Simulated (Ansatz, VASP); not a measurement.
## One calculation of Rh, two programs

```
Rh
1.0
     0.00000    1.90155    1.90155
     1.96810    0.00000    1.90155
     1.96810    1.90155    0.00000
Rh
1
Direct
  0.00000 0.00000 0.00000
```

Change from the starting cell: strain +0.0350 x Voigt [1, 0, 0, 0, 0, 0], atoms carried along.

Alike in both runs: task single point; functional PBEsol; k mesh 22 × 22 × 22; occupations gaussian, width 0.15 eV; no spin polarisation.

```csv
,VASP,Ansatz
version,VASP 6.6.1,Ansatz 0.2.0
potentials or method,"VASP PAW PBE potentials, release 64 (Rh_pv), cutoff 520 eV","scalar-relativistic, plane waves, PAW"
valence electrons in the cell,15,17
```

|  | VASP | Ansatz | Ansatz less VASP |
| --- | --- | --- | --- |
| gap on the k mesh at the Fermi level (eV) | none | none | - |
| pressure (GPa) | -13.4 | -13.3 | +0.07 |
| traceless stress, the component that is largest in VASP (GPa) | -5.21 | -5.23 | -0.014 |

VASP's potentials were made for PBE, not for PBEsol. A gap of «none» marks a metal or a gap that the smearing closes. The functional is the same, so the differences come from potentials, cutoffs and numerics. VASP's potentials hold 15 valence electrons a cell and Ansatz's 17, so a difference there can come from the potentials and not from the codes.
